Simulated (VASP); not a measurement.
# InSbSe4 (P1) in VASP: single point with PBEsol

Aim: the single point of InSbSe4 with PBEsol.

All numbers are computed with VASP 6.6.1; they aren't measurements. Logs are shortened: lines on timing, memory, paths and dates and some standing lists are left out, and cuts for length are marked.

### Step 1. The cell of the first run

The typed cell holds 6 atoms: a = 6.474 Å, b = 6.912 Å, c = 6.475 Å, α = 52.77°, β = 48.98°, γ = 52.78°.

### Step 2. Single point, PBEsol

File INCAR:

```
SYSTEM = InSbSe4
PREC = Accurate
ENCUT = 520
EDIFF = 1E-7
ISMEAR = -1
SIGMA = 0.05
LREAL = .FALSE.
LASPH = .TRUE.
NELM = 60
ALGO = Normal
ISIF = 2
LWAVE = .FALSE.
LCHARG = .FALSE.
GGA = PS
NBANDS = 30
```

File KPOINTS:

```
Automatic mesh
0
G
  4 4 4
  0 0 0
```

File POSCAR:

```
InSbSe4
1.0
    2.7177306030      1.5326429160      5.6723377331
   -3.2337709511      1.8669137580      5.8172033087
    0.0356450786     -3.1162662242      5.6752163170
In Sb Se
1 1 4
Direct
   -0.2215332919     -0.0111330820      0.2177860285
    0.6005884880      0.4887936052      0.3957270613
    0.8359547623      0.5111888533      0.6296073843
    0.8194017914      0.8415182985      0.9029463406
    0.0933480483      0.1362627895      0.1768364632
    0.3667466653      0.4664618446      0.1603224660
```

Potentials or basis: VASP PAW PBE potentials, release 64 (In_d, Sb, Se).

Run with:

```sh
$ cat potpaw_PBE.64/In_d/POTCAR potpaw_PBE.64/Sb/POTCAR potpaw_PBE.64/Se/POTCAR > POTCAR
$ mpirun -np 1 vasp_std > vasp.out
```

OUTCAR:

```text
SYSTEM = InSbSe4
   PREC = Accurate
   ENCUT = 520
   EDIFF = 1E-7
   ISMEAR = -1
   LREAL = .FALSE.
   LASPH = .TRUE.
   NELM = 60
   ISIF = 2
   GGA = PS

 ion  position               nearest neighbor table
   1  0.778  0.989  0.218-   4 2.60   5 2.60   6 2.70   3 2.70   3 3.29   6 3.29   2 3.59   2 3.59

   2  0.601  0.489  0.396-   4 2.64   5 2.64   6 2.87   3 2.87   1 3.59   1 3.59
   3  0.836  0.511  0.630-   6 2.70   6 2.70   1 2.70   2 2.87   1 3.29
   4  0.819  0.842  0.903-   1 2.60   2 2.64
   5  0.093  0.136  0.177-   1 2.60   2 2.64
   6  0.367  0.466  0.160-   3 2.70   3 2.70   1 2.70   2 2.87   1 3.29

  LATTYP: Found a triclinic cell.
 ALAT       =     5.9626415102
 B/A-ratio  =     1.4843780364
 C/A-ratio  =     0.9001240825
 COS(alpha) =     0.0000186604
 COS(beta)  =     0.4502459281
 COS(gamma) =     0.6818624911

  Lattice vectors:

 A1 = (  -5.9515015541,   0.3342708420,   0.1448655756)
 A2 = (  -5.9871466327,   3.4505370662,  -5.5303507414)
 A3 = (  -2.6820855244,  -4.6489091402,   0.0028785839)

Analysis of symmetry for initial positions (statically):
=====================================================================
 Subroutine PRICEL returns:
 Original cell was already a primitive cell.

 Routine SETGRP: Setting up the symmetry group for a
 triclinic supercell.

 Subroutine GETGRP returns: Found  1 space group operations
 (whereof  1 operations were pure point group operations)
 out of a pool of  2 trial point group operations.

The static configuration has the point symmetry C_1 .

Analysis of symmetry for dynamics (positions and initial velocities):
=====================================================================
 Subroutine PRICEL returns:
 Original cell was already a primitive cell.

 Routine SETGRP: Setting up the symmetry group for a
 triclinic supercell.

 Subroutine GETGRP returns: Found  1 space group operations
 (whereof  1 operations were pure point group operations)
 out of a pool of  2 trial point group operations.

The dynamic configuration has the point symmetry C_1 .

 Subroutine INISYM returns: Found  1 space group operations
 (whereof  1 operations are pure point group operations),
 and found     1 'primitive' translations

----------------------------------------------------------------------------------------

                                     Primitive cell

  volume of cell :     163.2914

  direct lattice vectors                    reciprocal lattice vectors
     2.717730603  1.532642916  5.672337733     0.175900882  0.113660054  0.061306031
    -3.233770951  1.866913758  5.817203309    -0.161518621  0.093216925  0.052199966
     0.035645079 -3.116266224  5.675216317    -0.010252042 -0.209151502  0.061423856

  length of vectors
     6.473829570  6.912488400  6.474601609     0.218215851  0.193655613  0.218225447

  position of ions in fractional coordinates (direct lattice)
     0.778466708  0.988866918  0.217786029
     0.600588488  0.488793605  0.395727061
     0.835954762  0.511188853  0.629607384
     0.819401791  0.841518298  0.902946341
     0.093348048  0.136262790  0.176836463
     0.366746665  0.466461845  0.160322466

  ion indices of the primitive-cell ions
   primitive index   ion index
                 1           1
                 2           2
                 3           3
                 4           4
                 5           5
                 6           6

----------------------------------------------------------------------------------------

 KPOINTS: Automatic mesh

Automatic generation of k-mesh.
 Grid dimensions read from file:
 generate k-points for:    4    4    4

 Generating k-lattice:

  Cartesian coordinates                     Fractional coordinates (reciprocal lattice)
     0.043975221  0.028415014  0.015326508     0.250000000 -0.000000000  0.000000000
    -0.040379655  0.023304231  0.013049992     0.000000000  0.250000000  0.000000000
    -0.002563011 -0.052287876  0.015355964     0.000000000  0.000000000  0.250000000

  Length of vectors
     0.054553963  0.048413903  0.054556362

  Shift w.r.t. Gamma in fractional coordinates (k-lattice)
     0.000000000  0.000000000  0.000000000

 Subroutine IBZKPT returns following result:
 ===========================================

 Found     36 irreducible k-points:

 Following reciprocal coordinates:
            Coordinates               Weight
  0.000000  0.000000  0.000000      1.000000
  0.250000 -0.000000  0.000000      2.000000
  0.500000 -0.000000  0.000000      1.000000
  0.000000  0.250000  0.000000      2.000000
  0.250000  0.250000  0.000000      2.000000
  0.500000  0.250000  0.000000      2.000000
[... 16 lines left out ...]
 -0.000000 -0.250000  0.250000      2.000000
  0.250000 -0.250000  0.250000      2.000000
 [... further k-points ...]
   k-points           NKPTS =     36   k-points in BZ     NKDIM =     36   number of bands    NBANDS=     30
   number of dos      NEDOS =    301   number of ions     NIONS =      6
   total plane-waves  NPLWV = 124416
   dimension x,y,z NGX =    48 NGY =   54 NGZ =   48
   dimension x,y,z NGXF=    96 NGYF=  108 NGZF=   96
   ions per type =               1   1   4
   NGX,Y,Z   is equivalent  to a cutoff of  12.33, 12.99, 12.32 a.u.
   NGXF,Y,Z  is equivalent  to a cutoff of  24.65, 25.97, 24.65 a.u.
 SYSTEM =  InSbSe4
   PREC   = accura    normal or accurate (medium, high low for compatibility)
   ISTART =      0    job   : 0-new  1-cont  2-samecut
   ICHARG =      2    charge: 1-file 2-atom 10-const
   ISPIN  =      1    spin polarized calculation?
   LNONCOLLINEAR =      F non collinear calculations
   LSORBIT =      F    spin-orbit coupling
   LASPH  =      T    aspherical Exc in radial PAW
   ENCUT  =  520.0 eV  38.22 Ry    6.18 a.u.  12.04 12.85 12.04*2*pi/ulx,y,z
   NELM   =     60;   NELMIN=  2; NELMDL= -5     # of ELM steps
   EDIFF  = 0.1E-06   stopping-criterion for ELM
   LREAL  =      F    real-space projection
   EDIFFG = 0.1E-05   stopping-criterion for IOM
   NSW    =      0    number of steps for IOM
   IBRION =     -1    ionic relax: 0-MD 1-quasi-New 2-CG
   NFREE  =      0    steps in history (QN), initial steepest desc. (CG)
   ISIF   =      2    stress and relaxation
   ISYM   =      2    0-nonsym 1-usesym 2-fastsym
   POTIM  = 0.5000    time-step for ionic-motion
   TEBEG  =    0.0;   TEEND  =   0.0 temperature during run
   PSTRESS=    0.0 pullay stress
   NELECT =      42.0000    total number of electrons
   NUPDOWN=      -1.0000    fix difference up-down
   EMIN   =  10.00;   EMAX   =-10.00  energy-range for DOS
   EFERMI =   0.00;   METHOD = LEGACY
   ISMEAR =    -1;   SIGMA  =   0.05  broadening in eV -4-tet -1-fermi 0-gaus
   EFERMI_NEDOS =   21; number of points for ismear=-14 and -15
   IALGO  =     38    algorithm
   IMIX   =      4    mixing-type and parameters
     AMIX     =   0.40;   BMIX     =  1.00
     AMIX_MAG =   1.60;   BMIX_MAG =  1.00
  volume/ion in A,a.u.               =      27.22       183.66
  Fermi-wavevector in a.u.,A,eV,Ry     =   1.041127  1.967444 14.747961  1.083945
  Thomas-Fermi vector in A             =   2.175733
   LORBIT       =      0    0 simple, 1 ext, 2 COOP (PROOUT), +10 PAW based schemes
   GGA     = PS    functional components
   LHFCALC =     F    Hartree Fock is set to
   AEXX    =    0.0000 exact exchange contribution
   IVDW    =     0    specifies the selected vdW correction
   LEPSILON=     F    determine dielectric tensor
   LRPA    =     F    only Hartree local field effects (RPA)
 non-spin polarized calculation
  energy-cutoff  :      520.00
  volume of cell :      163.29
 maximum number of plane-waves:      4418
   NGX = 25   NGY = 25   NGZ = 25

 number of electron      42.0000002 magnetization

 Free energy of the ion-electron system (eV)
  ---------------------------------------------------
  ext. energy  EPLUGINS =         0.00000000
  ---------------------------------------------------
  free energy    TOTEN  =       -23.93292281 eV

  energy without entropy =      -23.91217111  energy(sigma->0) =      -23.92254696

 E-fermi :   3.8092     XC(G=0):  -9.3694

 val. band max:        3.7837862761   @ k =  -0.2500   0.0000   0.2500
 cond. band min:       3.8197887918   @ k =   0.5000   0.2500   0.0000
 fundamental gap:      0.0360025157
 Fermi energy:         3.8091778373

 k-point     1 :       0.0000    0.0000    0.0000
  band No.  band energies     occupation
      1     -10.8890      2.00000
      2     -10.7280      2.00000
      3     -10.5691      2.00000
      4     -10.5418      2.00000
      5     -10.4159      2.00000
      6     -10.1557      2.00000
[... 22 lines left out ...]
     29      10.4950      0.00000
     30      10.5892      0.00000

 k-point     2 :       0.2500   -0.0000    0.0000
  band No.  band energies     occupation
      1     -10.8013      2.00000
      2     -10.6787      2.00000
      3     -10.5705      2.00000
      4     -10.5411      2.00000
      5     -10.4162      2.00000
      6      -9.9770      2.00000
[... 22 lines left out ...]
     29       9.9660      0.00000
     30      10.5825      0.00000

 k-point     3 :       0.5000   -0.0000    0.0000
  band No.  band energies     occupation
      1     -10.7500      2.00000
      2     -10.6271      2.00000
      3     -10.5712      2.00000
      4     -10.5328      2.00000
      5     -10.4165      2.00000
      6      -9.4487      2.00000
[... 22 lines left out ...]
     29      10.1789      0.00000
     30      10.7535      0.00000

 k-point     4 :       0.0000    0.2500    0.0000
  band No.  band energies     occupation
      1     -10.7952      2.00000
      2     -10.6824      2.00000
      3     -10.5676      2.00000
      4     -10.5359      2.00000
      5     -10.4161      2.00000
      6     -10.1355      2.00000
[... 616 lines left out ...]
     29       9.2974      0.00000
     30      10.8733      0.00000

 k-point    23 :      -0.0000   -0.2500    0.2500
  band No.  band energies     occupation
      1     -10.7346      2.00000
      2     -10.6178      2.00000
      3     -10.5692      2.00000
      4     -10.5361      2.00000
      5     -10.4165      2.00000
      6      -9.8829      2.00000
[... 22 lines left out ...]
     29       9.6562      0.00000
     30      10.4471      0.00000

 k-point    24 :       0.2500   -0.2500    0.2500
  band No.  band energies     occupation
      1     -10.7204      2.00000
      2     -10.5809      2.00000
      3     -10.5633      2.00000
      4     -10.5453      2.00000
      5     -10.4177      2.00000
      6     -10.0349      2.00000
[... 22 lines left out ...]
     29       9.4638      0.00000
     30      10.0457      0.00000

 [... further k-points ...]

------------------------ aborting loop because EDIFF is reached ----------------------------------------

  FORCE on cell =-STRESS in cart. coord.  units (eV):
  Direction    XX          YY          ZZ          XY          YZ          ZX
  --------------------------------------------------------------------------------------
  -------------------------------------------------------------------------------------
  Total        0.1241071      0.1372047      0.0849065      0.0083223      0.0042901     -0.0049538
  in kB        1.2177101      1.3462208      0.8330827      0.0816568      0.0420931     -0.0486054
  external PRESSURE =       1.1323379 kB  Pullay stress =       0.0000000 kB

 VOLUME and BASIS-vectors are now :
 -----------------------------------------------------------------------------
  energy-cutoff  :      520.00
  volume of cell :      163.29
      direct lattice vectors                 reciprocal lattice vectors
     2.717730603  1.532642916  5.672337733     0.175900882  0.113660054  0.061306031
    -3.233770951  1.866913758  5.817203309    -0.161518621  0.093216925  0.052199966
     0.035645079 -3.116266224  5.675216317    -0.010252042 -0.209151502  0.061423856

 POSITION                                       TOTAL-FORCE (eV/Angst)
 -----------------------------------------------------------------------------------
     -1.07434      2.36056     11.40415        -0.000227     -0.001987      0.000107
      0.06570      0.59983      8.49599        -0.023320     -0.041298      0.000037
      0.64127      0.27354     11.28867         0.006687     -0.006957      0.008416
     -0.46218      0.01307     14.66762        -0.000925      0.033582     -0.005848
     -0.18064     -0.15361      2.32576         0.029314      0.015796      0.006358
     -0.50600      0.93333      5.70368        -0.011529      0.000864     -0.009070
 -----------------------------------------------------------------------------------
    total drift:                                0.000154      0.000099      0.000044

  FREE ENERGIE OF THE ION-ELECTRON SYSTEM (eV)
  ---------------------------------------------------
  free  energy   TOTEN  =       -23.9329228149 eV

  energy  without entropy=      -23.9121711111  energy(sigma->0) =      -23.92254696
```

Run time: 2.1 min. Hardware: 1 thread of Intel Xeon 6975P-C (Granite Rapids), shared host; peak memory 0.42 GiB.

Results:

- Free energy: -23.9329 eV
- Pressure: 0.1 GPa
- Largest force: 0.047 eV/Å
- Band gap on the k mesh: zero (bands 21 and 22 overlap by 0.29 eV)

Forces in eV/Å, atoms in the order of the input:
```
In   0.000 -0.002  0.000
Sb  -0.023 -0.041  0.000
Se   0.007 -0.007  0.008
Se  -0.001  0.034 -0.006
Se   0.029  0.016  0.006
Se  -0.012  0.001 -0.009
```

Caveat: semilocal functionals underestimate gaps, and a narrow one can read as zero; the PAW data sets were made with another functional, which shifts forces and pressure a little; spin-orbit coupling is left out, which moves the levels of the heavy elements.

The gap in the log of VASP goes by the Fermi energy; the results here count the filled bands.